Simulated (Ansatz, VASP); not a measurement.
## SnO2: VASP beside Ansatz

```
Sn O
1.0
     1.66564    0.96166    4.51265
    -1.66564    0.96166    4.51265
     0.00000   -1.92331    4.51265
Sn O
1 2
Direct
  0.50000 0.50000 0.50000
  0.24567 0.24567 0.24567
  0.75433 0.75433 0.75433
```

Alike in both runs: task single point; functional PBE; k mesh 12 × 12 × 12; occupations gaussian, width 0.02 eV; no spin polarisation.

|  | VASP | Ansatz |
| --- | --- | --- |
| version | VASP 6.6.1 | Ansatz 0.2.0 |
| potentials or method | VASP PAW PBE potentials, release 64 (Sn_d, O), cutoff 520 eV | scalar-relativistic, plane waves, PAW |
| valence electrons in the cell | 26 | 26 |

Ansatz gave:

| Item | Value |
| --- | --- |
| gap on the k mesh at the Fermi level (eV) | 0.96 |
| least direct gap on the mesh (eV) | 0.96 |
| pressure (GPa) | -12.0 |
| traceless stress, the component that is largest in VASP (GPa) | 3.07 |
| rms of the force components (eV/Å) | 0.604 |

Question: Which values does VASP return?

Answer: gap on the k mesh at the Fermi level (eV): 0.93; least direct gap on the mesh (eV): 0.93; pressure (GPa): -11.6; traceless stress, the component that is largest in VASP (GPa): 2.79; rms of the force components (eV/Å): 0.585.

Atom by atom the forces differ by 0.020 eV/Å (rms over components). The functional is the same, so the differences come from potentials, cutoffs and numerics.
